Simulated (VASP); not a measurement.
# ZnS (F-43m) in VASP: notebook, part 2 of 2

VASP 6.6.1.

### 4 Single point, PBE

This run uses another cell than the first one, of 19.73 Å³/atom.

The input, INCAR:

```
SYSTEM = ZnS
ALGO = Normal
EDIFF = 1E-6
ENCUT = 500
GGA = PE
GGA_COMPAT = .False.
ISIF = 2
ISMEAR = -1
LASPH = .True.
LCHARG = .False.
LREAL = .False.
LWAVE = .False.
NBANDS = 16
NELM = 120
PREC = Accurate
SIGMA = 0.03
```

The input, KPOINTS:

```
k-points
0
Gamma
  4 4 4
  0 0 0
```

The input, POSCAR:

```
ZnS
1.0
    0.0000000000      2.7020000000      2.7020000000
    2.7020000000      0.0000000000      2.7020000000
    2.7020000000      2.7020000000      0.0000000000
Zn S
1 1
Direct
    0.7500000000      0.7500000000      0.7500000000
    0.0000000000      0.0000000000      0.0000000000
```

Potentials or basis: VASP PAW PBE potentials, release 64 (Zn, S).

The run is started by

```
cat potpaw_PBE.64/Zn/POTCAR potpaw_PBE.64/S/POTCAR > POTCAR
mpirun -np 1 vasp_std > vasp.out
```

OUTCAR:

```text
SYSTEM = ZnS
   EDIFF = 1E-6
   ENCUT = 500
   GGA = PE
   ISIF = 2
   ISMEAR = -1
   LASPH = .True.
   LREAL = .False.
   NELM = 120
   PREC = Accurate

 ion  position               nearest neighbor table
   1  0.750  0.750  0.750-   2 2.34   2 2.34   2 2.34   2 2.34
   2  0.000  0.000  0.000-   1 2.34   1 2.34   1 2.34   1 2.34

  LATTYP: Found a face centered cubic cell.
 ALAT       =     5.4040000000

  Lattice vectors:

 A1 = (   0.0000000000,   2.7020000000,   2.7020000000)
 A2 = (   2.7020000000,   0.0000000000,   2.7020000000)
 A3 = (   2.7020000000,   2.7020000000,   0.0000000000)

Analysis of symmetry for initial positions (statically):
=====================================================================
 Subroutine PRICEL returns:
 Original cell was already a primitive cell.

 Routine SETGRP: Setting up the symmetry group for a
 face centered cubic supercell.

 Subroutine GETGRP returns: Found 24 space group operations
 (whereof 24 operations were pure point group operations)
 out of a pool of 48 trial point group operations.

The static configuration has the point symmetry T_d .

Analysis of symmetry for dynamics (positions and initial velocities):
=====================================================================
 Subroutine PRICEL returns:
 Original cell was already a primitive cell.

 Routine SETGRP: Setting up the symmetry group for a
 face centered cubic supercell.

 Subroutine GETGRP returns: Found 24 space group operations
 (whereof 24 operations were pure point group operations)
 out of a pool of 48 trial point group operations.

The dynamic configuration has the point symmetry T_d .

 Subroutine INISYM returns: Found 24 space group operations
 (whereof 24 operations are pure point group operations),
 and found     1 'primitive' translations

----------------------------------------------------------------------------------------

[... 92 lines left out ...]
   IALGO  =     38    algorithm
   IMIX   =      4    mixing-type and parameters
     AMIX     =   0.40;   BMIX     =  1.00
     AMIX_MAG =   1.60;   BMIX_MAG =  1.00
  volume/ion in A,a.u.               =      19.73       133.12
  Fermi-wavevector in a.u.,A,eV,Ry     =   1.260290  2.381602 21.610537  1.588330
  Thomas-Fermi vector in A             =   2.393807
   LORBIT       =      0    0 simple, 1 ext, 2 COOP (PROOUT), +10 PAW based schemes
   GGA     = PE    functional components
   LHFCALC =     F    Hartree Fock is set to
   AEXX    =    0.0000 exact exchange contribution
   IVDW    =     0    specifies the selected vdW correction
   LEPSILON=     F    determine dielectric tensor
   LRPA    =     F    only Hartree local field effects (RPA)
 non-spin polarized calculation
  energy-cutoff  :      500.00
  volume of cell :       39.45
 maximum number of plane-waves:      1008
   NGX = 13   NGY = 13   NGZ = 13

 number of electron      18.0000000 magnetization

 Free energy of the ion-electron system (eV)
  ---------------------------------------------------
  ext. energy  EPLUGINS =         0.00000000
  ---------------------------------------------------
  free energy    TOTEN  =        -6.80020031 eV

  energy without entropy =       -6.80020031  energy(sigma->0) =       -6.80020031

 E-fermi :   2.8209     XC(G=0):  -9.6196

 val. band max:        2.1324951045   @ k =   0.0000   0.0000   0.0000
 cond. band min:       4.2367531227   @ k =   0.0000   0.0000   0.0000
 fundamental gap:      2.1042580181
 Fermi energy:         2.8208933650

 k-point     1 :       0.0000    0.0000    0.0000
  band No.  band energies     occupation
      1     -11.0067      2.00000
      2      -4.2287      2.00000
      3      -4.2287      2.00000
      4      -4.2287      2.00000
      5      -3.7335      2.00000
      6      -3.7335      2.00000
[... 129 lines left out ...]
      3      -3.9483      2.00000
      4      -3.7910      2.00000
      5      -3.7705      2.00000
      6      -3.3321      2.00000
[... 8 lines left out ...]
     15      16.0508      0.00000
     16      17.0066      0.00000

------------------------ aborting loop because EDIFF is reached ----------------------------------------

  FORCE on cell =-STRESS in cart. coord.  units (eV):
  Direction    XX          YY          ZZ          XY          YZ          ZX
  --------------------------------------------------------------------------------------
  -------------------------------------------------------------------------------------
  Total        0.5052636      0.5052636      0.5052636     -0.0000000      0.0000000      0.0000000
  in kB       20.5183555     20.5183555     20.5183555     -0.0000000      0.0000000      0.0000000
  external PRESSURE =      20.5183555 kB  Pullay stress =       0.0000000 kB

 VOLUME and BASIS-vectors are now :
 -----------------------------------------------------------------------------
  energy-cutoff  :      500.00
  volume of cell :       39.45
      direct lattice vectors                 reciprocal lattice vectors
     0.000000000  2.702000000  2.702000000    -0.185048113  0.185048113  0.185048113
     2.702000000  0.000000000  2.702000000     0.185048113 -0.185048113  0.185048113
     2.702000000  2.702000000  0.000000000     0.185048113  0.185048113 -0.185048113

 POSITION                                       TOTAL-FORCE (eV/Angst)
 -----------------------------------------------------------------------------------
      4.05300      4.05300      4.05300        -0.000000     -0.000000     -0.000000
      0.00000      0.00000      0.00000         0.000000      0.000000      0.000000
 -----------------------------------------------------------------------------------
    total drift:                                0.000000      0.000000      0.000000

  FREE ENERGIE OF THE ION-ELECTRON SYSTEM (eV)
  ---------------------------------------------------
  free  energy   TOTEN  =        -6.8002003111 eV

  energy  without entropy=       -6.8002003111  energy(sigma->0) =       -6.80020031
```

Run time: 5.5 s. Hardware: 1 thread of Intel Xeon Platinum 8259CL at 2.50GHz (Skylake/Cascade Lake), shared host; peak memory 0.14 GiB.

What came out:

- Free energy: -6.8002 eV
- Pressure: 2.1 GPa
- Band gap on the k mesh: 2.10 eV

Caveat: the k points lie up to 0.50 Å⁻¹ apart.

### 5 The runs side by side

```tsv
level	cell	k mesh	cutoff (eV)	smearing	grid for exact exchange (PRECFOCK)	share of exact exchange	gap on the mesh (eV)	pressure (GPa)
PBEsol-based global hybrid with 25 % exact exchange	a = 3.770 Å, angles 60.0°, 2 atoms	5 × 5 × 5	520	fermi-dirac 0.05 eV	Normal	0.25	4.10	1.5
PBEsol-based global hybrid with 25 % exact exchange	a = 3.796 Å, angles 60.0°, 2 atoms	5 × 5 × 5	520	fermi-dirac 0.05 eV	Normal	0.25	4.00	-0.3
PBE	a = 3.821 Å, angles 60.0°, 2 atoms	4 × 4 × 4	500	fermi-dirac 0.03 eV	-	-	2.10	2.1
```

Alike in all rows: task single point; potentials or basis VASP PAW PBE potentials, release 64 (Zn, S); no spin polarisation.

Caveats: some runs use coarse meshes; the PAW data sets were made with another functional, which shifts forces and pressure a little (at least some runs).

Total energies depend on the potentials used, so only differences within one code and one set of settings carry meaning.

### 6 How close it comes

Step 3. Against the measured gap of ZnS, 3.85 eV (direct; 19 K; quoted in “Electronic, vibrational, and thermodynamic properties of ZnS (zincblende and rocksalt structure)”, 2009, arxiv:0911.5022), the calculated 4.00 eV is off by +0.15 eV. The value is that of PBEsol-based global hybrid with 25 % exact exchange, without temperature or zero-point motion.
